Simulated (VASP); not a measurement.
Runs of VASP 6.6.1 on ZrO2. The structure is that of space group Fm-3m (No. 225), or close to it. The cells are those of the table. 

| level | cell | cutoff (eV) | smearing | gap on the mesh (eV) | pressure (GPa) |
| --- | --- | --- | --- | --- | --- |
| PBE | a = 3.688, b = 3.688, c = 3.599 Å, angles 60.8, 60.8, 58.4°, 3 atoms | 600 | fermi-dirac 0.02 eV | 2.78 | -7.0 |
| r2SCAN | a = 3.688, b = 3.688, c = 3.599 Å, angles 60.8, 60.8, 58.4°, 3 atoms | 660 | gaussian 0.01 eV | 3.27 | -11.1 |
| r2SCAN | a = 3.638 Å, angles 60.0°, 3 atoms | 660 | gaussian 0.01 eV | 3.77 | (a) |
| PBE | a = 3.638 Å, angles 60.0°, 3 atoms | 600 | fermi-dirac 0.02 eV | 3.27 | (b) |

Alike in all rows: task single point; potentials or basis VASP PAW PBE potentials, release 64 (Zr_sv, O); no spin polarisation; k mesh 8 × 8 × 8.

Problem. Fill in the values left out.

Solution. (a) -7.8; (b) -3.7.

Caveats: the cell stands under tension; the PAW data sets were made with another functional, which shifts forces and pressure a little (at least some runs).

A k mesh can miss the band edges, and the runs leave out spin-orbit coupling on Zr.
